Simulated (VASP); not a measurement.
# IrAu3: single point with PBE

Crystal: IrAu3.

```xyz
4
Lattice="0.0000 3.1744 3.1744 3.1744 0.0000 3.1744 3.1744 3.1744 0.0000" Properties=species:S:1:pos:R:3 pbc="T T T"
Ir    0.0000    0.0000    0.0000
Au    4.7616    4.7616    4.7616
Au    3.1744    3.1744    3.1744
Au    1.5872    1.5872    1.5872
```

```json
{"Program": "VASP 6.6.1", "Task": "single point", "Functional": "PBE", "Potentials or basis": "VASP PAW PBE potentials, release 64 (Ir, Au)", "Cutoff": "520 eV", "k mesh": "6 × 6 × 6", "Occupations": "gaussian, width 0.1 eV", "Spin": "no spin polarisation", "Dipole correction": "no", "Further INCAR settings": "ALGO = Fast; EDIFF = 1e-06; NBANDS = 29"}
```

```yaml
Pressure: 13.6 GPa
Band_gap_on_the_k_mesh: zero (band 21 reaches 9.76 eV, above the bottom of band 22 at 9.53 eV)
```

Levels at points of the mesh, in eV from the Fermi level:
```tsv
k point	band 19	band 20	band 21	band 22	band 23	band 24
(0.00, 0.00, 0.00)	-0.34	-0.13	-0.13	3.48	4.38	6.99
(0.50, 0.00, 0.00)	-1.18	-0.45	-0.45	0.01	4.57	5.78
(0.50, 0.50, 0.00)	-0.55	-0.26	-0.26	0.29	0.29	0.35
```

Wall time 18 s on 1 thread of Intel(R) Xeon(R) 6975P-C (Granite Rapids) (shared host), peak memory 0.21 GiB.

Caveat: spin-orbit coupling is left out, which moves the levels of the heavy elements.
